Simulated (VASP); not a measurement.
# C (R-3m) in VASP: single point with PBE+D3(BJ)

Aim: the single point of C with PBE+D3(BJ).

All numbers are computed with VASP 6.6.1; they aren't measurements. Logs are shortened: lines on timing, memory, paths and dates and some standing lists are left out, and cuts for length are marked.

## 1. The cell of the first run

The structure is trigonal, space group R-3m (No. 166). Conventional cell: a = 2.456 Å, b = 2.456 Å, c = 10.041 Å, α = 90.00°, β = 90.00°, γ = 120.00°. Within 1.9 Å of C (site symmetry 3m) lie 3 C at 1.42 Å.

## 2. Single point, PBE+D3(BJ)

File INCAR:

```
SYSTEM = C
PREC = Accurate ; ENCUT = 600
EDIFF = 1E-6 ; ISMEAR = 0
SIGMA = 0.1 ; LREAL = .FALSE.
LASPH = .TRUE. ; NELM = 120
ALGO = Normal ; ISIF = 2
LWAVE = .FALSE. ; LCHARG = .FALSE.
GGA = PE ; IVDW = 12
NBANDS = 11 ; GGA_COMPAT = .FALSE.
```

File KPOINTS:

```
Automatic mesh
0
G
  9 9 9
  0 0 0
```

File POSCAR:

```
C
1.0
    1.2280263465      0.7090013417      3.3470108394
   -1.2280263465      0.7090013417      3.3470108394
    0.0000000000     -1.4180026834      3.3470108394
C
2
Direct
    0.1640000000      0.1640000000      0.1640000000
    0.8360000000      0.8360000000      0.8360000000
```

Potentials or basis: VASP PAW PBE potentials, release 64 (C).

Command:

```sh
cat potpaw_PBE.64/C/POTCAR > POTCAR
mpirun -np 1 vasp_std > vasp.out
```

OUTCAR:

```text
SYSTEM = C
   PREC = Accurate
   ENCUT = 600
   EDIFF = 1E-6
   ISMEAR = 0
   LREAL = .FALSE.
   LASPH = .TRUE.
   NELM = 120
   ISIF = 2
   GGA = PE
   IVDW = 12
 IVDW          = 12

 ion  position               nearest neighbor table
   1  0.164  0.164  0.164-   2 1.42   2 1.42   2 1.42
   2  0.836  0.836  0.836-   1 1.42   1 1.42   1 1.42

  LATTYP: Found a trigonal (rhomboedric) cell.
 ALAT       =     3.6349983727
 COS(alpha) =     0.7717362630

  Lattice vectors:

 A1 = (   1.2280263465,   0.7090013417,   3.3470108394)
 A2 = (  -1.2280263465,   0.7090013417,   3.3470108394)
 A3 = (   0.0000000000,  -1.4180026834,   3.3470108394)

Analysis of symmetry for initial positions (statically):
=====================================================================
 Subroutine PRICEL returns:
 Original cell was already a primitive cell.

 Routine SETGRP: Setting up the symmetry group for a
 trigonal (rhombohedral) supercell.

 Subroutine GETGRP returns: Found 12 space group operations
 (whereof 12 operations were pure point group operations)
 out of a pool of 12 trial point group operations.

The static configuration has the point symmetry D_3d.

Analysis of symmetry for dynamics (positions and initial velocities):
=====================================================================
 Subroutine PRICEL returns:
 Original cell was already a primitive cell.

 Routine SETGRP: Setting up the symmetry group for a
 trigonal (rhombohedral) supercell.

 Subroutine GETGRP returns: Found 12 space group operations
 (whereof 12 operations were pure point group operations)
 out of a pool of 12 trial point group operations.

The dynamic configuration has the point symmetry D_3d.

 Subroutine INISYM returns: Found 12 space group operations
 (whereof 12 operations are pure point group operations),
 and found     1 'primitive' translations

----------------------------------------------------------------------------------------

                                     Primitive cell

  volume of cell :      17.4849

  direct lattice vectors                    reciprocal lattice vectors
     1.228026347  0.709001342  3.347010839     0.407157388  0.235072428  0.099591352
    -1.228026347  0.709001342  3.347010839    -0.407157388  0.235072428  0.099591352
     0.000000000 -1.418002683  3.347010839     0.000000000 -0.470144855  0.099591352

  length of vectors
     3.634998373  3.634998373  3.634998373     0.480577384  0.480577384  0.480577384

  position of ions in fractional coordinates (direct lattice)
     0.164000000  0.164000000  0.164000000
     0.836000000  0.836000000  0.836000000

  ion indices of the primitive-cell ions
   primitive index   ion index
                 1           1
                 2           2

----------------------------------------------------------------------------------------

 KPOINTS: Automatic mesh

Automatic generation of k-mesh.
 Grid dimensions read from file:
 generate k-points for:    9    9    9

 Generating k-lattice:

  Cartesian coordinates                     Fractional coordinates (reciprocal lattice)
     0.045239710  0.026119159  0.011065706     0.111111111  0.000000000  0.000000000
    -0.045239710  0.026119159  0.011065706     0.000000000  0.111111111  0.000000000
     0.000000000 -0.052238317  0.011065706     0.000000000  0.000000000  0.111111111

  Length of vectors
     0.053397487  0.053397487  0.053397487

  Shift w.r.t. Gamma in fractional coordinates (k-lattice)
     0.000000000  0.000000000  0.000000000

 Subroutine IBZKPT returns following result:
 ===========================================

 Found     85 irreducible k-points:

 Following reciprocal coordinates:
            Coordinates               Weight
  0.000000  0.000000  0.000000      1.000000
  0.111111 -0.000000  0.000000      6.000000
  0.222222 -0.000000  0.000000      6.000000
  0.333333  0.000000  0.000000      6.000000
  0.444444 -0.000000  0.000000      6.000000
  0.111111  0.111111  0.000000      6.000000
[... 16 lines left out ...]
 -0.333333  0.333333  0.000000      6.000000
  0.444444  0.444444  0.000000      6.000000
 [... further k-points ...]
   k-points           NKPTS =     85   k-points in BZ     NKDIM =     85   number of bands    NBANDS=     11
   number of dos      NEDOS =    301   number of ions     NIONS =      2
   total plane-waves  NPLWV =  27000
   dimension x,y,z NGX =    30 NGY =   30 NGZ =   30
   dimension x,y,z NGXF=    60 NGYF=   60 NGZF=   60
   ions per type =               2
   NGX,Y,Z   is equivalent  to a cutoff of  13.72, 13.72, 13.72 a.u.
   NGXF,Y,Z  is equivalent  to a cutoff of  27.44, 27.44, 27.44 a.u.
 SYSTEM =  C
   PREC   = accura    normal or accurate (medium, high low for compatibility)
   ISTART =      0    job   : 0-new  1-cont  2-samecut
   ICHARG =      2    charge: 1-file 2-atom 10-const
   ISPIN  =      1    spin polarized calculation?
   LNONCOLLINEAR =      F non collinear calculations
   LSORBIT =      F    spin-orbit coupling
   LASPH  =      T    aspherical Exc in radial PAW
   ENCUT  =  600.0 eV  44.10 Ry    6.64 a.u.   7.26  7.26  7.26*2*pi/ulx,y,z
   NELM   =    120;   NELMIN=  2; NELMDL= -5     # of ELM steps
   EDIFF  = 0.1E-05   stopping-criterion for ELM
   LREAL  =      F    real-space projection
   EDIFFG = 0.1E-04   stopping-criterion for IOM
   NSW    =      0    number of steps for IOM
   IBRION =     -1    ionic relax: 0-MD 1-quasi-New 2-CG
   NFREE  =      0    steps in history (QN), initial steepest desc. (CG)
   ISIF   =      2    stress and relaxation
   ISYM   =      2    0-nonsym 1-usesym 2-fastsym
   POTIM  = 0.5000    time-step for ionic-motion
   TEBEG  =    0.0;   TEEND  =   0.0 temperature during run
   PSTRESS=    0.0 pullay stress
   NELECT =       8.0000    total number of electrons
   NUPDOWN=      -1.0000    fix difference up-down
   EMIN   =  10.00;   EMAX   =-10.00  energy-range for DOS
   EFERMI =   0.00;   METHOD = LEGACY
   ISMEAR =     0;   SIGMA  =   0.10  broadening in eV -4-tet -1-fermi 0-gaus
   EFERMI_NEDOS =   21; number of points for ismear=-14 and -15
   IALGO  =     38    algorithm
   IMIX   =      4    mixing-type and parameters
     AMIX     =   0.40;   BMIX     =  1.00
     AMIX_MAG =   1.60;   BMIX_MAG =  1.00
  volume/ion in A,a.u.               =       8.74        59.00
  Fermi-wavevector in a.u.,A,eV,Ry     =   1.261490  2.383870 21.651724  1.591357
  Thomas-Fermi vector in A             =   2.394946
   LORBIT       =      0    0 simple, 1 ext, 2 COOP (PROOUT), +10 PAW based schemes
   GGA     = PE    functional components
   LHFCALC =     F    Hartree Fock is set to
   AEXX    =    0.0000 exact exchange contribution
   IVDW    =    12    specifies the selected vdW correction
   LEPSILON=     F    determine dielectric tensor
   LRPA    =     F    only Hartree local field effects (RPA)
 non-spin polarized calculation
 Gauss-broadening in eV      SIGMA  =   0.10
  energy-cutoff  :      600.00
  volume of cell :       17.48
 maximum number of plane-waves:       595
 NGX is ok and might be reduce to    30
   NGX = 15   NGY = 15   NGZ = 15

 number of electron       8.0000000 magnetization

 Free energy of the ion-electron system (eV)
  ---------------------------------------------------
  ext. energy  EPLUGINS =         0.00000000
  ---------------------------------------------------
  free energy    TOTEN  =       -18.39749907 eV

  energy without entropy =      -18.39749907  energy(sigma->0) =      -18.39749907

 E-fermi :   4.7626     XC(G=0): -10.3662

 val. band max:        4.3869250780   @ k =  -0.3333   0.3333   0.0000
 cond. band min:       5.1370516931   @ k =  -0.3333   0.3333   0.0000
 fundamental gap:      0.7501266151
 Fermi energy:         4.7625516975

 k-point     1 :       0.0000    0.0000    0.0000
  band No.  band energies     occupation
      1     -14.9741      2.00000
      2      -1.8364      2.00000
      3       1.7912      2.00000
      4       1.7912      2.00000
      5       8.9546      0.00000
      6      13.1976      0.00000
      7      13.1976      0.00000
      8      16.2896      0.00000
      9      17.6513      0.00000
     10      27.6305      0.00000
     11      30.6899      0.00000

 k-point     2 :       0.1111   -0.0000    0.0000
  band No.  band energies     occupation
      1     -14.6740      2.00000
      2      -1.5341      2.00000
      3       0.6697      2.00000
      4       1.2155      2.00000
      5       9.3688      0.00000
      6      13.3012      0.00000
      7      14.4081      0.00000
      8      15.3005      0.00000
      9      18.1930      0.00000
     10      28.3964      0.00000
     11      28.6158      0.00000

 k-point     3 :       0.2222   -0.0000    0.0000
  band No.  band energies     occupation
      1     -13.7801      2.00000
      2      -1.9113      2.00000
      3      -0.6270      2.00000
      4       0.0551      2.00000
      5      10.5035      0.00000
      6      12.8517      0.00000
      7      13.2740      0.00000
      8      17.3982      0.00000
      9      19.7263      0.00000
     10      25.2025      0.00000
     11      27.6656      0.00000
[... 267 lines left out ...]
 k-point    23 :      -0.3333    0.3333    0.0000
  band No.  band energies     occupation
      1      -7.8846      2.00000
      2      -7.7863      2.00000
      3      -5.8347      2.00000
      4       4.3869      2.00000
      5       5.1371      0.00000
      6      15.3838      0.00000
      7      17.2648      0.00000
      8      19.7487      0.00000
      9      20.1034      0.00000
     10      23.4360      0.00000
     11      25.4481      0.00000

 k-point    24 :       0.4444    0.4444    0.0000
  band No.  band energies     occupation
      1     -10.2623      2.00000
      2      -7.5733      2.00000
      3      -1.5895      2.00000
      4       1.6559      2.00000
      5       6.6599      0.00000
      6      12.1220      0.00000
      7      17.0221      0.00000
      8      20.6987      0.00000
      9      24.1920      0.00000
     10      24.2055      0.00000
     11      28.3849      0.00000

 [... further k-points ...]

------------------------ aborting loop because EDIFF is reached ----------------------------------------

 Edisp (eV)   -0.31379

 E8    (eV) :    -0.0889

  FORCE on cell =-STRESS in cart. coord.  units (eV):
  Direction    XX          YY          ZZ          XY          YZ          ZX
  --------------------------------------------------------------------------------------
  -------------------------------------------------------------------------------------
  Total       0.56825     0.56825    -0.12500     0.00000    -0.00000    -0.00000
  in kB      52.07021    52.07021   -11.45394     0.00000    -0.00000    -0.00000
  external pressure =       30.90 kB  Pullay stress =        0.00 kB

 VOLUME and BASIS-vectors are now :
 -----------------------------------------------------------------------------
  energy-cutoff  :      600.00
  volume of cell :       17.48
      direct lattice vectors                 reciprocal lattice vectors
     1.228026347  0.709001342  3.347010839     0.407157388  0.235072428  0.099591352
    -1.228026347  0.709001342  3.347010839    -0.407157388  0.235072428  0.099591352
     0.000000000 -1.418002683  3.347010839     0.000000000 -0.470144855  0.099591352

 POSITION                                       TOTAL-FORCE (eV/Angst)
 -----------------------------------------------------------------------------------
      0.00000      0.00000      1.64673         0.000000      0.000000      0.839841
      0.00000      0.00000      8.39430         0.000000     -0.000000     -0.839841
 -----------------------------------------------------------------------------------
    total drift:                                0.000000     -0.000000      0.000000

  FREE ENERGIE OF THE ION-ELECTRON SYSTEM (eV)
  ---------------------------------------------------
  free  energy   TOTEN  =       -18.7112847778 eV

  energy  without entropy=      -18.7112847765  energy(sigma->0) =      -18.71128478
```

Run time: 57 s. Hardware: 1 thread of Intel Xeon 8259CL, shared host; peak memory 0.18 GiB.

What came out:

| Property | Result |
| --- | --- |
| Free energy | -18.7113 eV |
| Pressure | 3.1 GPa |
| Largest force | 0.840 eV/Å |
| Dispersion energy per atom | -0.157 eV |

Forces in eV/Å, atoms in the order of the input:
```
C    0.000  0.000  0.840
C    0.000  0.000 -0.840
```

Caveat: the stress differs along the axes, from -1 to 5 GPa.
